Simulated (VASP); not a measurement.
Set up this calculation in VASP 6.6.1, as the native input.

- Task: single point
- Functional: LDA
- Potentials or basis: VASP PAW LDA potentials, release 64 (Mo_sv, S)
- Cutoff: 520 eV
- k mesh: 10 × 10 × 2
- Occupations: fermi-dirac, width 0.05 eV
- Spin: no spin polarisation
- Dipole correction: no
- Further INCAR settings: ALGO = Normal; EDIFF = 1e-06; NBANDS = 35

The structure of MoS2 lies in POSCAR:

```
MoS2
1.0
    3.1211149553      0.0000000000      0.0000000000
   -1.5605574777      2.7029648394      0.0000000000
    0.0000000000      0.0000000000     21.3634737405
Mo S
2 4
Direct
    0.3333333333      0.6666666667      0.8586841869
    0.6666666667      0.3333333333      0.1413158131
    0.6666666667      0.3333333333      0.7860359102
    0.3333333333      0.6666666667      0.0685248420
    0.6666666667      0.3333333333      0.9314751580
    0.3333333333      0.6666666667      0.2139640898
```

These files were run (other wordings do the same):

INCAR

```
SYSTEM = MoS2
PREC     = Accurate       ! precision mode
ENCUT    = 520            ! plane-wave cutoff, eV
EDIFF    = 1E-6           ! SCF threshold, eV
ISMEAR   = -1             ! smearing method
SIGMA    = 0.05           ! smearing width, eV
LREAL    = .FALSE.        ! projectors in reciprocal space
LASPH    = .TRUE.         ! aspherical terms in the spheres
NELM     = 60             ! most SCF steps
ALGO     = Normal         ! electronic algorithm
ISIF     = 2              ! what is computed and relaxed
LWAVE    = .FALSE.        ! write WAVECAR
LCHARG   = .FALSE.        ! write CHGCAR
NBANDS   = 35             ! bands
```

KPOINTS

```
Automatic mesh
0
G
  10 10 2
  0 0 0
```

Potentials or basis: VASP PAW LDA potentials, release 64 (Mo_sv, S).

The run is started by

```console
$ cat potpaw_LDA.64/Mo_sv/POTCAR potpaw_LDA.64/S/POTCAR > POTCAR
$ mpirun -np 1 vasp_std > vasp.out
```

It gave:

- Largest force: 0.016 eV/Å
- Band gap on the k mesh: 1.24 eV (least direct gap 2.06 eV)

Caveat: there is no dipole correction, which matters where the two faces differ.

Wall time 2 min on 1 thread of Intel(R) Xeon(R) 6975P-C (Granite Rapids), with other jobs on the host, peak memory 0.31 GiB.
